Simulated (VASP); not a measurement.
A run of VASP 6.6.1 is set up as follows.

Contents of INCAR:

```
ALGO = Normal ; EDIFF = 1E-7
EDIFFG = -0.01 ; ENCUT = 600
GGA = PS ; IBRION = 2
ISIF = 3 ; ISMEAR = 1
LASPH = T ; LCHARG = F
LREAL = F ; LWAVE = F
NELM = 80 ; NSW = 80
PREC = Accurate ; PSTRESS = 60.0
SIGMA = 0.15
```

File KPOINTS:

```
k-points
0
Gamma
  5 5 5
```

File POSCAR:

```
Lu3SnC
1.0
    4.7282200000      0.0000000000      0.0000000000
    0.0000000000      4.7282200000      0.0000000000
    0.0000000000      0.0000000000      4.7282200000
Lu Sn C
3 1 1
Direct
    0.5000000000      0.0000000000      0.5000000000
    0.0000000000      0.5000000000      0.5000000000
    0.5000000000      0.5000000000      0.0000000000
    0.0000000000      0.0000000000      0.0000000000
    0.5000000000      0.5000000000      0.5000000000
```

Potentials or basis: VASP PAW PBE potentials, release 64 (Lu, Sn_d, C).

Launch:

```bash
$ cat potpaw_PBE.64/Lu/POTCAR potpaw_PBE.64/Sn_d/POTCAR potpaw_PBE.64/C/POTCAR > POTCAR
$ mpirun -np 1 vasp_std > vasp.out
```

(1) Predict the relaxed volume.

(2) Predict the space group after relaxing (to 0.1 Å).

Results:

(1) 19.52 Å³/atom.

(2) Pm-3m (No. 221).

Caveat: the cell is relaxed towards a set pressure, so the run minimises the enthalpy, not the energy; the PAW data sets were made with another functional, which shifts forces and pressure a little.
